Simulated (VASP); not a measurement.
## BaZn3: single point with PBE

The system is BaZn3.

```
Ba Zn
1.0
     4.78593    0.00000    0.00000
     0.00000    4.78593    0.00000
     0.00000    0.00000    4.78593
Ba Zn
1 3
Direct
  0.00000 0.00000 0.00000
  0.00000 0.50000 0.50000
  0.50000 0.00000 0.50000
  0.50000 0.50000 0.00000
```

```yaml
Program: VASP 6.6.1
Task: single point
Functional: PBE
Potentials_or_basis: VASP PAW PBE potentials, release 64 (Ba_sv, Zn)
Cutoff: 520 eV
k_mesh: 4 × 4 × 4
Occupations: gaussian, width 0.1 eV
Spin: no spin polarisation
```

```yaml
Pressure: 0.4 GPa
Band_gap_on_the_k_mesh: zero (band 23 reaches 2.41 eV, above the bottom of band 24 at 1.65 eV)
```

Levels at points of the mesh, in eV from the Fermi level:
```tsv
k point	band 20	band 21	band 22	band 23	band 24	band 25	band 26	band 27
(0.00, 0.00, 0.00)	-6.55	-1.71	-1.71	0.64	0.64	0.64	3.49	3.49
(0.50, 0.00, 0.00)	-4.74	-4.54	-0.47	0.00	0.00	0.03	3.09	3.09
(0.50, 0.50, 0.00)	-4.40	-3.01	-3.01	-1.67	0.87	0.87	2.60	3.13
(0.50, 0.50, 0.50)	-3.29	-3.29	-3.29	-1.45	0.26	0.26	0.26	4.75
```

It took 18 s on 1 thread of Intel(R) Xeon(R) 6975P-C (Granite Rapids), with other jobs on the host, peak memory 0.21 GiB.

Caveat: spin-orbit coupling is left out, which moves the levels of the heavy elements.
